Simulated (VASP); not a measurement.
# AlNi (P6/mmm) in VASP: further runs, part 2 of 2

VASP 6.6.1.

## 3. Single point, PBE

This run uses another cell than the first one, of 15.07 Å³/atom.

INCAR reads:

```
SYSTEM = AlNi
PREC = Accurate ; ENCUT = 600
EDIFF = 1E-6 ; ISMEAR = 0
SIGMA = 0.1 ; LREAL = .False.
LASPH = .True. ; NELM = 120
ALGO = Normal ; ISIF = 2
LWAVE = .False. ; LCHARG = .False.
GGA = PE ; NBANDS = 28
GGA_COMPAT = .False.
```

KPOINTS reads:

```
Automatic mesh
0
Gamma
  9 9 10
  0 0 0
```

POSCAR reads:

```
AlNi
1.0
    5.1709672494      0.0000000000      0.0000000000
   -2.5854836247      4.4781890001      0.0000000000
    0.0000000000      0.0000000000      3.9043723164
Al Ni
3 3
Direct
    0.5000000000      0.0000000000      0.0000000000
    0.5000000000      0.5000000000      0.0000000000
    0.0000000000      0.5000000000      0.0000000000
    0.0000000000      0.0000000000      0.0000000000
    0.3333333333      0.6666666667      0.5000000000
    0.6666666667      0.3333333333      0.5000000000
```

Potentials or basis: VASP PAW PBE potentials, release 64 (Al, Ni).

The run is started by

```bash
> cat potpaw_PBE.64/Al/POTCAR potpaw_PBE.64/Ni/POTCAR > POTCAR
> mpirun -np 1 vasp_std > vasp.out
```

OUTCAR:

```text
SYSTEM = AlNi
   PREC = Accurate
   ENCUT = 600
   EDIFF = 1E-6
   ISMEAR = 0
   LREAL = .False.
   LASPH = .True.
   NELM = 120
   ISIF = 2
   GGA = PE

 ion  position               nearest neighbor table
   1  0.500  0.000  0.000-   5 2.46   6 2.46   5 2.46   6 2.46   2 2.59   3 2.59   2 2.59   3 2.59
                             4 2.59   4 2.59
   2  0.500  0.500  0.000-   5 2.46   6 2.46   5 2.46   6 2.46   1 2.59   4 2.59   1 2.59   4 2.59
                             3 2.59   3 2.59
   3  0.000  0.500  0.000-   5 2.46   6 2.46   5 2.46   6 2.46   1 2.59   4 2.59   4 2.59   1 2.59
                             2 2.59   2 2.59
   4  0.000  0.000  0.000-   2 2.59   3 2.59   3 2.59   2 2.59   1 2.59   1 2.59
   5  0.333  0.667  0.500-   1 2.46   1 2.46   3 2.46   3 2.46   2 2.46   2 2.46   6 2.99   6 2.99
                             6 2.99
   6  0.667  0.333  0.500-   1 2.46   1 2.46   3 2.46   3 2.46   2 2.46   2 2.46   5 2.99   5 2.99
                             5 2.99

  LATTYP: Found a hexagonal cell.
 ALAT       =     5.1709672494
 C/A-ratio  =     0.7550564775

  Lattice vectors:

 A1 = (   5.1709672494,   0.0000000000,   0.0000000000)
 A2 = (  -2.5854836247,   4.4781890001,   0.0000000000)
 A3 = (   0.0000000000,   0.0000000000,   3.9043723164)
[... 189 lines left out ...]
 Fermi energy:         6.8173149712

 k-point     1 :       0.0000    0.0000    0.0000
  band No.  band energies     occupation
      1      -3.0839      2.00000
      2       1.6421      2.00000
      3       3.2944      2.00000
      4       3.2944      2.00000
      5       4.0517      2.00000
      6       4.1890      2.00000
[... 733 lines left out ...]
     27      12.2605      0.00000
     28      14.4749      0.00000

 [... further k-points ...]

------------------------ aborting loop because EDIFF is reached ----------------------------------------

  FORCE on cell =-STRESS in cart. coord.  units (eV):
  Direction    XX          YY          ZZ          XY          YZ          ZX
  --------------------------------------------------------------------------------------
  -------------------------------------------------------------------------------------
  Total        0.0414147      0.0414147     -0.0513802      0.0000000      0.0000000      0.0000000
  in kB        0.7339042      0.7339042     -0.9105021      0.0000000      0.0000000      0.0000000
  external PRESSURE =       0.1857688 kB  Pullay stress =       0.0000000 kB

 VOLUME and BASIS-vectors are now :
 -----------------------------------------------------------------------------
  energy-cutoff  :      600.00
  volume of cell :       90.41
      direct lattice vectors                 reciprocal lattice vectors
     5.170967249  0.000000000  0.000000000     0.193387417  0.111652277  0.000000000
    -2.585483625  4.478189000  0.000000000     0.000000000  0.223304555  0.000000000
     0.000000000  0.000000000  3.904372316     0.000000000  0.000000000  0.256123115

 POSITION                                       TOTAL-FORCE (eV/Angst)
 -----------------------------------------------------------------------------------
      2.58548      0.00000      0.00000         0.000000      0.000000     -0.000000
      1.29274      2.23909      0.00000         0.000000      0.000000     -0.000000
     -1.29274      2.23909      0.00000         0.000000      0.000000     -0.000000
      0.00000      0.00000      0.00000        -0.000000      0.000000     -0.000000
     -0.00000      2.98546      1.95219        -0.000000      0.000000     -0.000000
      2.58548      1.49273      1.95219         0.000000      0.000000      0.000000
 -----------------------------------------------------------------------------------
    total drift:                                0.000000      0.000000     -0.000000

  FREE ENERGIE OF THE ION-ELECTRON SYSTEM (eV)
  ---------------------------------------------------
  free  energy   TOTEN  =       -27.6410888096 eV

  energy  without entropy=      -27.6186626812  energy(sigma->0) =      -27.62987575
```

It took 2.1 min on 1 thread of Intel Xeon 6975P-C (Granite Rapids), shared host; peak memory 0.34 GiB.

What came out:

| Property | Result |
| --- | --- |
| Free energy | -27.6411 eV |
| Pressure | 0.0 GPa |
| Band gap on the k mesh | zero (an odd number of electrons rules out a gap without spin polarisation) |

Levels at points of the mesh, in eV from the Fermi level:
```
           k point  band 17  band 18  band 19  band 20  band 21  band 22  band 23  band 24
(0.00, 0.00, 0.00)    -0.69    -0.21    -0.21    -0.06     0.28     0.28     0.45     3.78
(0.00, 0.00, 0.50)    -0.73    -0.70     0.27     0.27     1.36     1.51     1.51     2.11
```

## 4. Relaxation of cell and atoms, PBE

This run uses another cell than the first one, of 11.43 Å³/atom.

INCAR reads:

```
PREC = Accurate ; ENCUT = 600
EDIFF = 1E-7 ; ISMEAR = 0
SIGMA = 0.1 ; LREAL = False
LASPH = True ; NELM = 120
ALGO = Normal ; ISIF = 3
LWAVE = False ; LCHARG = False
GGA = PE ; IBRION = 2
NSW = 90 ; EDIFFG = -0.04
GGA_COMPAT = False ; NELMIN = 4
```

KPOINTS reads:

```
Automatic mesh
0
Gamma
  6 6 6
```

POSCAR, as its differences from that of step 3:

```diff
@@ -2,5 +2,5 @@
 1.0
-    5.1709672494      0.0000000000      0.0000000000
-   -2.5854836247      4.4781890001      0.0000000000
-    0.0000000000      0.0000000000      3.9043723164
+    4.6134353728      0.0000000000      0.0000000000
+   -2.3067176864      3.9953522316      0.0000000000
+    0.0000000000      0.0000000000      3.7222035394
 Al Ni
```

The run is started by

```bash
> cat potpaw_PBE.64/Al/POTCAR potpaw_PBE.64/Ni/POTCAR > POTCAR
> mpirun -np 1 vasp_std > vasp.out
```

It took 4.4 min on 1 thread of Intel Xeon 6975P-C (Granite Rapids), shared host; peak memory 0.23 GiB.

Results (log left out):

```yaml
Free_energy: -27.6448 eV
Relaxed_volume: 15.11 Å³/atom
Relaxed_cell: a = 5.176 Å, b = 5.176 Å, c = 3.909 Å, α = 90.00°, β = 90.00°, γ = 120.00°
Space_group_after_relaxing_to_0.1_Å: P6/mmm (No. 191)
Energy_gained_by_relaxing: 495.2 meV/atom
Ionic_steps: 8
Pressure_after_relaxing: -0.3 GPa
Band_gap_on_the_k_mesh: zero (an odd number of electrons rules out a gap without spin polarisation)
```

The path:
| step | energy change (eV) | largest force (eV/Å) | pressure (GPa) | volume (Å³) |
| --- | --- | --- | --- | --- |
| 1 | 0.0000 | 0.0000 | 53.10 | 68.61 |
| 2 | -1.6691 | 0.0000 | -14.73 | 113.44 |
| 3 | -2.9405 | 0.0000 | -0.61 | 90.99 |
| 4 | -2.9405 | 0.0000 | -0.03 | 90.50 |
| 5 | -2.9645 | 0.0000 | 0.25 | 90.24 |
| 6 | -2.9706 | 0.0000 | 0.50 | 90.03 |
| 7 | -2.9706 | 0.0000 | 0.53 | 90.01 |
| 8 | -2.9712 | 0.0000 | -0.26 | 90.69 |

Final structure:
```xyz
6
Lattice="5.1759 0.0000 0.0000 -2.5879 4.4824 0.0000 0.0000 0.0000 3.9088" Properties=species:S:1:pos:R:3 pbc="T T T"
Al    2.5879    0.0000    0.0000
Al    1.2940    2.2412    0.0000
Al   -1.2940    2.2412    0.0000
Ni    0.0000    0.0000    0.0000
Ni    0.0000    2.9883    1.9544
Ni    2.5879    1.4941    1.9544
```

Levels at points of the mesh, in eV from the Fermi level:
| k point | band 16 | band 17 | band 18 | band 19 | band 20 | band 21 | band 22 | band 23 |
| --- | --- | --- | --- | --- | --- | --- | --- | --- |
| (0.00, 0.00, 0.00) | -0.89 | -0.73 | -0.25 | -0.25 | -0.10 | 0.23 | 0.23 | 0.42 |
| (0.50, 0.00, 0.00) | -0.90 | -0.89 | -0.89 | -0.09 | 1.28 | 2.15 | 2.98 | 3.78 |
| (0.00, 0.00, 0.50) | -0.77 | -0.77 | -0.73 | 0.23 | 0.23 | 1.32 | 1.47 | 1.47 |
| (0.50, 0.00, 0.50) | -1.05 | -0.98 | -0.97 | -0.46 | -0.21 | 0.13 | 0.91 | 2.32 |

Caveat: the volume moved by over 15 % at a fixed basis, so the end points are rough. Spin polarisation is off, so any magnetic state and its effect on volume and gap are missing.

## 5. Single point, PBE, collinear spin, ferromagnetic start

This run uses another cell than the first one, of 11.43 Å³/atom.

INCAR reads:

```
ALGO = Normal
EDIFF = 1E-6
ENCUT = 600
GGA = PE
GGA_COMPAT = False
ISIF = 2
ISMEAR = 0
ISPIN = 2
LASPH = True
LCHARG = False
LMAXMIX = 4
LORBIT = 11
LREAL = False
LWAVE = False
MAGMOM = 0 0 0 2 2 2
NBANDS = 32
NELM = 200
PREC = Accurate
SIGMA = 0.1
```

KPOINTS reads:

```
k-points
0
Gamma
  6 6 6
```

POSCAR is that of step 4.

The run is started by

```bash
> cat potpaw_PBE.64/Al/POTCAR potpaw_PBE.64/Ni/POTCAR > POTCAR
> mpirun -np 1 vasp_std > vasp.out
```

It took 2 min on 1 thread of Intel Xeon 6975P-C (Granite Rapids), shared host; peak memory 0.31 GiB.

The run converged. Its results:

```
Free energy                                           : -24.6736 eV
Pressure                                              : 53.1 GPa
Net moment                                            : 0.00 μB per cell
Valence electrons inside the program's atomic spheres : Al 1.06; Ni 9.55, 9.66 (each value once)
```

Stress tensor (GPa, compression positive):
```
59.06  0.00  0.00
 0.00 59.06  0.00
 0.00  0.00 41.14
```

Levels at points of the mesh, in eV from the Fermi level:
Spin up:
```tsv
k point	band 16	band 17	band 18	band 19	band 20	band 21	band 22	band 23
(0.00, 0.00, 0.00)	-1.47	-1.47	-0.27	-0.27	0.15	0.71	0.79	0.79
(0.50, 0.00, 0.00)	-1.53	-1.18	-1.15	0.11	1.17	1.93	3.77	3.98
(0.00, 0.00, 0.50)	-1.36	-1.20	-1.20	0.21	0.21	1.51	1.96	1.96
(0.50, 0.00, 0.50)	-1.60	-1.46	-1.28	-0.59	-0.50	0.07	1.08	2.81
```
Spin down:
| k point | band 16 | band 17 | band 18 | band 19 | band 20 | band 21 | band 22 | band 23 |
| --- | --- | --- | --- | --- | --- | --- | --- | --- |
| (0.00, 0.00, 0.00) | -1.47 | -1.47 | -0.27 | -0.27 | 0.15 | 0.71 | 0.79 | 0.79 |
| (0.50, 0.00, 0.00) | -1.53 | -1.18 | -1.15 | 0.11 | 1.17 | 1.93 | 3.77 | 3.98 |
| (0.00, 0.00, 0.50) | -1.36 | -1.20 | -1.20 | 0.21 | 0.21 | 1.51 | 1.96 | 1.96 |
| (0.50, 0.00, 0.50) | -1.60 | -1.46 | -1.28 | -0.59 | -0.50 | 0.07 | 1.08 | 2.81 |

Caveat: the cell stands under pressure.

## 6. The runs side by side

```tsv
task	cell	k mesh	gap on the mesh (eV)	pressure (GPa)
single point	a = 5.161, b = 5.161, c = 3.909 Å, angles 90.0, 90.0, 120.0°, 6 atoms	6 × 6 × 6	none	0.3
single point	a = 5.171, b = 5.171, c = 3.904 Å, angles 90.0, 90.0, 120.0°, 6 atoms	9 × 9 × 10	none	0.0
relaxation of cell and atoms	relaxed from a = 4.613, b = 4.613, c = 3.722 Å, angles 90.0, 90.0, 120.0°, 6 atoms	6 × 6 × 6	none	-0.3
```

Alike in all rows: level PBE; potentials or basis VASP PAW PBE potentials, release 64 (Al, Ni); no spin polarisation; cutoff (eV) 600; smearing gaussian 0.1 eV.

Caveats: the volume moved by over 15 % at a fixed basis, so the end points are rough (at least some runs).

Total energies depend on the potentials used, so only differences within one code and one set of settings carry meaning.
